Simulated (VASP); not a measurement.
# AlAu2 (I4/mmm) in VASP: notebook

Runs on AlAu2. Level: LDA. Tasks: single point.

Program: VASP 6.6.1. These are calculated values, not measurements. Logs are shortened: lines on timing, memory, paths and dates and some standing lists are left out, and cuts for length are marked.

### Step 1. The cell of the first run

The structure is tetragonal, space group I4/mmm (No. 139). Conventional cell: a = 3.205 Å, b = 3.205 Å, c = 9.119 Å, α = 90.00°, β = 90.00°, γ = 90.00°. Within 3.5 Å of Al (site symmetry 4/mmm) lie 10 Au at 2.68 to 3.13 Å and 4 Al at 3.21 Å. Within 3.5 Å of Au (site symmetry 4mm) lie 5 Al at 2.68 to 3.13 Å and 9 Au at 2.83 to 3.21 Å.

### Step 2. Single point, LDA

Contents of INCAR:

```
ALGO     = Fast           # electronic algorithm
EDIFF    = 1E-6           # SCF threshold, eV
ENCUT    = 520            # plane-wave cutoff, eV
ISIF     = 2              # what is computed and relaxed
ISMEAR   = 0              # smearing method
LASPH    = True           # aspherical terms in the spheres
LCHARG   = False          # write CHGCAR
LREAL    = False          # projectors in reciprocal space
LWAVE    = False          # write WAVECAR
NBANDS   = 20             # bands
NELM     = 60             # most SCF steps
PREC     = Accurate       # precision mode
SIGMA    = 0.15           # smearing width, eV
```

Contents of KPOINTS:

```
k-points
0
Gamma
  16 16 16
```

Contents of POSCAR:

```
AlAu2
1.0
   -1.6027500000      1.6027500000      4.5596000000
    1.6027500000     -1.6027500000      4.5596000000
    1.6027500000      1.6027500000     -4.5596000000
Al Au
1 2
Direct
    0.0000000000      0.0000000000      0.0000000000
    0.6570428093      0.6570428093      0.0000000000
    0.3429571907      0.3429571907      0.0000000000
```

Potentials or basis: VASP PAW LDA potentials, release 64 (Al, Au).

Command:

```sh
$ cat potpaw_LDA.64/Al/POTCAR potpaw_LDA.64/Au/POTCAR > POTCAR
$ mpirun -np 1 vasp_std > vasp.out
```

OUTCAR:

```text
EDIFF = 1E-6
   ENCUT = 520
   ISIF = 2
   ISMEAR = 0
   LASPH = True
   LREAL = False
   NELM = 60
   PREC = Accurate

 ion  position               nearest neighbor table
   1  0.000  0.000  0.000-   2 2.68   2 2.68   2 2.68   3 2.68   2 2.68   3 2.68   3 2.68   3 2.68
                             2 3.13   3 3.13
   2  0.657  0.657  0.000-   1 2.68   1 2.68   1 2.68   1 2.68   3 2.83   3 2.83   3 2.83   3 2.83
                             3 2.86   1 3.13
   3  0.343  0.343  0.000-   1 2.68   1 2.68   1 2.68   1 2.68   2 2.83   2 2.83   2 2.83   2 2.83
                             2 2.86   1 3.13

  LATTYP: Found a body centered tetragonal cell.
 ALAT       =     3.2055000000
 C/A-ratio  =     2.8448603962

  Lattice vectors:

 A1 = (  -1.6027500000,   1.6027500000,   4.5596000000)
 A2 = (   1.6027500000,  -1.6027500000,   4.5596000000)
 A3 = (   1.6027500000,   1.6027500000,  -4.5596000000)

Analysis of symmetry for initial positions (statically):
=====================================================================
 Subroutine PRICEL returns:
 Original cell was already a primitive cell.

 Routine SETGRP: Setting up the symmetry group for a
 body centered tetragonal supercell.

 Subroutine GETGRP returns: Found 16 space group operations
 (whereof 16 operations were pure point group operations)
 out of a pool of 16 trial point group operations.

The static configuration has the point symmetry D_4h.

Analysis of symmetry for dynamics (positions and initial velocities):
=====================================================================
 Subroutine PRICEL returns:
 Original cell was already a primitive cell.

 Routine SETGRP: Setting up the symmetry group for a
 body centered tetragonal supercell.

 Subroutine GETGRP returns: Found 16 space group operations
 (whereof 16 operations were pure point group operations)
 out of a pool of 16 trial point group operations.

The dynamic configuration has the point symmetry D_4h.

 Subroutine INISYM returns: Found 16 space group operations
 (whereof 16 operations are pure point group operations),
 and found     1 'primitive' translations

----------------------------------------------------------------------------------------

                                     Primitive cell

  volume of cell :      46.8509

  direct lattice vectors                    reciprocal lattice vectors
[... 82 lines left out ...]
   ICHARG =      2    charge: 1-file 2-atom 10-const
   ISPIN  =      1    spin polarized calculation?
   LNONCOLLINEAR =      F non collinear calculations
   LSORBIT =      F    spin-orbit coupling
   LASPH  =      T    aspherical Exc in radial PAW
   ENCUT  =  520.0 eV  38.22 Ry    6.18 a.u.   9.47  9.47  9.47*2*pi/ulx,y,z
   NELM   =     60;   NELMIN=  2; NELMDL= -5     # of ELM steps
   EDIFF  = 0.1E-05   stopping-criterion for ELM
   LREAL  =      F    real-space projection
   EDIFFG = 0.1E-04   stopping-criterion for IOM
   NSW    =      0    number of steps for IOM
   IBRION =     -1    ionic relax: 0-MD 1-quasi-New 2-CG
   NFREE  =      0    steps in history (QN), initial steepest desc. (CG)
   ISIF   =      2    stress and relaxation
   ISYM   =      2    0-nonsym 1-usesym 2-fastsym
   POTIM  = 0.5000    time-step for ionic-motion
   TEBEG  =    0.0;   TEEND  =   0.0 temperature during run
   PSTRESS=    0.0 pullay stress
   NELECT =      25.0000    total number of electrons
   NUPDOWN=      -1.0000    fix difference up-down
   EMIN   =  10.00;   EMAX   =-10.00  energy-range for DOS
   EFERMI =   0.00;   METHOD = LEGACY
   ISMEAR =     0;   SIGMA  =   0.15  broadening in eV -4-tet -1-fermi 0-gaus
   EFERMI_NEDOS =   21; number of points for ismear=-14 and -15
   IALGO  =     68    algorithm
   IMIX   =      4    mixing-type and parameters
     AMIX     =   0.40;   BMIX     =  1.00
     AMIX_MAG =   1.60;   BMIX_MAG =  1.00
  volume/ion in A,a.u.               =      15.62       105.39
  Fermi-wavevector in a.u.,A,eV,Ry     =   1.327849  2.509271 23.989565  1.763183
  Thomas-Fermi vector in A             =   2.457131
   LORBIT       =      0    0 simple, 1 ext, 2 COOP (PROOUT), +10 PAW based schemes
   GGA     = CA    functional components
   LHFCALC =     F    Hartree Fock is set to
   AEXX    =    0.0000 exact exchange contribution
   IVDW    =     0    specifies the selected vdW correction
   LEPSILON=     F    determine dielectric tensor
   LRPA    =     F    only Hartree local field effects (RPA)
 non-spin polarized calculation
 RMM-DIIS sequential band-by-band and
 Gauss-broadening in eV      SIGMA  =   0.15
  energy-cutoff  :      520.00
  volume of cell :       46.85
 maximum number of plane-waves:      1279
 NGX is ok and might be reduce to    40

 number of electron      25.0000001 magnetization

 Free energy of the ion-electron system (eV)
  ---------------------------------------------------
  ext. energy  EPLUGINS =         0.00000000
  ---------------------------------------------------
  free energy    TOTEN  =       -14.11895789 eV

  energy without entropy =      -14.11135338  energy(sigma->0) =      -14.11515564

 E-fermi :  10.4759     XC(G=0): -12.5296

 val. band max:       10.4745771509   @ k =   0.3125   0.1875   0.0000
 cond. band min:      10.4836151214   @ k =  -0.3750   0.1875   0.0625
 fundamental gap:      0.0090379705
 Fermi energy:        10.4759464735

 k-point     1 :       0.0000    0.0000    0.0000
  band No.  band energies     occupation
      1      -1.1004      2.00000
      2       2.9751      2.00000
      3       3.5352      2.00000
      4       4.7086      2.00000
      5       4.8515      2.00000
      6       5.1918      2.00000
[... 541 lines left out ...]
     19      19.3317      0.00000
     20      21.7351      0.00000

 [... further k-points ...]
[... 5 lines left out ...]
  --------------------------------------------------------------------------------------
  -------------------------------------------------------------------------------------
  Total        1.0153955      1.0153955     -0.9565650      0.0000000      0.0000000      0.0000000
  in kB       34.7238196     34.7238196    -32.7119764      0.0000000      0.0000000      0.0000000
  external PRESSURE =      12.2452209 kB  Pullay stress =       0.0000000 kB

 VOLUME and BASIS-vectors are now :
 -----------------------------------------------------------------------------
  energy-cutoff  :      520.00
  volume of cell :       46.85
      direct lattice vectors                 reciprocal lattice vectors
    -1.602750000  1.602750000  4.559600000     0.000000000  0.311963812  0.109658742
     1.602750000 -1.602750000  4.559600000     0.311963812  0.000000000  0.109658742
     1.602750000  1.602750000 -4.559600000     0.311963812  0.311963812  0.000000000

 POSITION                                       TOTAL-FORCE (eV/Angst)
 -----------------------------------------------------------------------------------
      0.00000      0.00000      0.00000         0.000000      0.000000      0.000000
      0.00000      0.00000      5.99170        -0.000000     -0.000000     -0.532275
      0.00000      0.00000      3.12750         0.000000      0.000000      0.532275
 -----------------------------------------------------------------------------------
    total drift:                                0.000000      0.000000     -0.000000

  FREE ENERGIE OF THE ION-ELECTRON SYSTEM (eV)
  ---------------------------------------------------
  free  energy   TOTEN  =       -14.1189578907 eV

  energy  without entropy=      -14.1113533833  energy(sigma->0) =      -14.11515564
```

OSZICAR:

```text
N       E                     dE             d eps       ncg     rms          rms(c)
DAV:   1     0.127162851142E+03    0.12716E+03   -0.11910E+04 14072   0.113E+03
DAV:   2    -0.123422854875E+02   -0.13951E+03   -0.13321E+03 15352   0.250E+02
DAV:   3    -0.155699190278E+02   -0.32276E+01   -0.32067E+01 16352   0.368E+01
DAV:   4    -0.155872642660E+02   -0.17345E-01   -0.17343E-01 15172   0.307E+00
DAV:   5    -0.155874194703E+02   -0.15520E-03   -0.15520E-03 16060   0.306E-01    0.138E+01
RMM:   6    -0.142054809075E+02    0.13819E+01   -0.33237E+00 13976   0.117E+01    0.826E+00
RMM:   7    -0.141445389555E+02    0.60942E-01   -0.11875E-01 14625   0.231E+00    0.435E+00
RMM:   8    -0.141192317580E+02    0.25307E-01   -0.18698E-02 14400   0.874E-01    0.272E-01
RMM:   9    -0.141190069191E+02    0.22484E-03   -0.28691E-03 15188   0.337E-01    0.132E-01
RMM:  10    -0.141189714097E+02    0.35509E-04   -0.41321E-04 15319   0.136E-01    0.607E-02
RMM:  11    -0.141189577511E+02    0.13659E-04   -0.68090E-05 15173   0.550E-02    0.209E-02
RMM:  12    -0.141189585558E+02   -0.80466E-06   -0.20230E-05 15469   0.284E-02    0.832E-03
RMM:  13    -0.141189578907E+02    0.66507E-06   -0.34830E-06 12518   0.113E-02
   1 F= -.14118958E+02 E0= -.14115156E+02  d E =-.760451E-02
```

It took 5.6 min on 1 thread of AMD EPYC 9R45 (Zen 5), shared host; peak memory 0.4 GiB.

Results:

```yaml
Free_energy: -14.1190 eV
Pressure: 1.2 GPa
Largest_force: 0.532 eV/Å
```

Forces on the atoms (eV/Å):
```
Al   0.000  0.000  0.000
Au   0.000  0.000 -0.532
Au   0.000  0.000  0.532
```

Levels at points of the mesh, in eV from the Fermi level:
```tsv
k point	band 9	band 10	band 11	band 12	band 13	band 14	band 15	band 16	band 17	band 18
(0.00, 0.00, 0.00)	-4.92	-4.92	-3.74	-2.11	-0.21	6.16	6.16	7.04	7.04	7.22
(0.50, 0.00, 0.00)	-4.20	-3.68	-3.30	-3.10	-2.57	1.29	7.07	7.11	7.96	8.26
(0.50, 0.50, 0.00)	-3.60	-3.51	-3.00	-0.98	0.50	1.24	1.91	2.54	5.71	5.79
(0.50, 0.50, 0.50)	-3.90	-3.76	-3.76	-3.26	3.29	3.29	5.07	6.91	8.05	10.73
```

Caveat: spin-orbit coupling is left out, which moves the levels of the heavy elements.

### Step 3. Single point, LDA

This run uses another cell than the first one, of the same volume but with other edges.

Contents of INCAR:

```
SYSTEM = AlAu2
PREC = Accurate
ENCUT = 520
EDIFF = 1E-6
ISMEAR = 0
SIGMA = 0.15
LREAL = .FALSE.
LASPH = .TRUE.
NELM = 100
ALGO = Fast
ISIF = 2
LWAVE = .FALSE.
LCHARG = .TRUE.
GGA = CA
LELF = .TRUE.
LVHAR = .TRUE.
NBANDS = 20
```

Contents of KPOINTS:

```
regular mesh
0
G
  16 16 16
  0 0 0
```

Contents of POSCAR:

```
AlAu2
1.0
   -1.6688500000      1.6688500000      4.2133000000
    1.6688500000     -1.6688500000      4.2133000000
    1.6688500000      1.6688500000     -4.2133000000
Al Au
1 2
Direct
    0.0000000000      0.0000000000      0.0000000000
    0.6570428093      0.6570428093      0.0000000000
    0.3429571907      0.3429571907      0.0000000000
```

Potentials or basis: VASP PAW LDA potentials, release 64 (Al, Au).

Command:

```sh
$ cat potpaw_LDA.64/Al/POTCAR potpaw_LDA.64/Au/POTCAR > POTCAR
$ mpirun -np 1 vasp_std > vasp.out
```

Wall time 4.3 min (1 thread of AMD EPYC 9R45 (Zen 5), shared host); peak memory 0.38 GiB.

It converged, with:

| Property | Result |
| --- | --- |
| Free energy | -14.1586 eV |
| Pressure | 2.6 GPa |
| Largest force | 0.443 eV/Å |

Forces in eV/Å, atoms in the order of the input:
```
Al   0.000  0.000  0.000
Au   0.000  0.000  0.443
Au   0.000  0.000 -0.443
```

Stress tensor (GPa, compression positive):
```
0.85 0.00 0.00
0.00 0.85 0.00
0.00 0.00 5.96
```

Levels at points of the mesh, in eV from the Fermi level:
```tsv
k point	band 10	band 11	band 12	band 13	band 14	band 15	band 16	band 17
(0.00, 0.00, 0.00)	-4.91	-3.53	-0.77	1.90	5.94	5.94	6.63	6.63
(0.50, 0.00, 0.00)	-3.36	-3.32	-3.13	-2.09	2.16	7.46	7.78	8.29
(0.50, 0.50, 0.00)	-3.41	-3.19	-1.50	0.85	1.15	2.17	2.21	6.17
(0.50, 0.50, 0.50)	-3.51	-3.51	-2.73	2.46	2.46	7.07	7.32	7.51
```

Caveat: spin-orbit coupling is left out, which moves the levels of the heavy elements.

(Part 1 of 2 ends here.)
